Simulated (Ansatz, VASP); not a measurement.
## BAs in VASP and in Ansatz

```
CELL_PARAMETERS angstrom
0.00000 2.41993 2.41993
2.41993 0.00000 2.41993
2.41993 2.41993 0.00000
ATOMIC_POSITIONS crystal
As 0.75000 0.75000 0.75000
B 0.00000 0.00000 0.00000
```

Alike in both runs: task single point; functional r2SCANh; k mesh 5 × 5 × 5; occupations fermi-dirac, width 0.05 eV; no spin polarisation.

|  | VASP | Ansatz |
| --- | --- | --- |
| version | VASP 6.6.1 | Ansatz 0.2.0 |
| potentials or method | VASP PAW PBE potentials, release 64 (As, B) | Ansatz PAW |
| plane-wave cutoff (eV) | 520 | 500 |
| valence electrons in the cell | 8 | 18 |

```csv
,VASP,Ansatz,Ansatz less VASP
gap on the k mesh at the Fermi level (eV),1.92,1.90,-0.022
least direct gap on the mesh (eV),3.97,3.95,-0.021
pressure (GPa),-5.4,-5.4,+0.06
```

VASP's potentials were made for PBE, not for r2SCANh. VASP's potentials hold 8 valence electrons a cell and Ansatz's 18, so a difference there can come from the potentials and not from the codes.

The k mesh is coarse, so the values compare programs but aren't converged. Noted on Ansatz's run: odd divisions of the mesh miss points on the zone boundary, where band edges often lie, so the gap on the mesh can be too wide.
